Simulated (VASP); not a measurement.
Runs of VASP 6.6.1 on MgCd2S3. The structure is that of space group I-4m2 (No. 119), or close to it. The cells are those of the table. 

```tsv
cell	gap on the mesh (eV)	pressure (GPa)	largest force (eV/Å)
a = 9.221 Å, angles 154.0, 154.0, 37.0°, 6 atoms	(a)	0.2	0.04
a = 9.123 Å, angles 154.0, 154.0, 37.1°, 6 atoms	1.75	1.9	0.05
a = 9.527 Å, angles 154.1, 154.1, 37.0°, 6 atoms	1.39	(d)	0.04
a = 9.405 Å, angles 154.1, 154.1, 37.0°, 6 atoms	1.50	-2.6	0.04
a = 9.022 Å, angles 154.0, 154.0, 37.1°, 6 atoms	1.84	4.0	0.06
a = 9.313 Å, angles 154.0, 154.0, 37.0°, 6 atoms	(b)	(c)	0.04
```

Alike in all rows: task single point; level PBE; potentials or basis VASP PAW PBE potentials, release 64 (Mg, Cd, S); no spin polarisation; k mesh 10 × 10 × 10; cutoff (eV) 520; smearing gaussian 0.02 eV.

Problem. Fill in the values left out.

Solution. (a) 1.66; (b) 1.58; (c) -1.4; (d) -4.1.

Caveats: the cell stands under tension (at least some runs); the cell stands under pressure (at least some runs).

A k mesh can miss the band edges, and the runs leave out spin-orbit coupling on Cd.
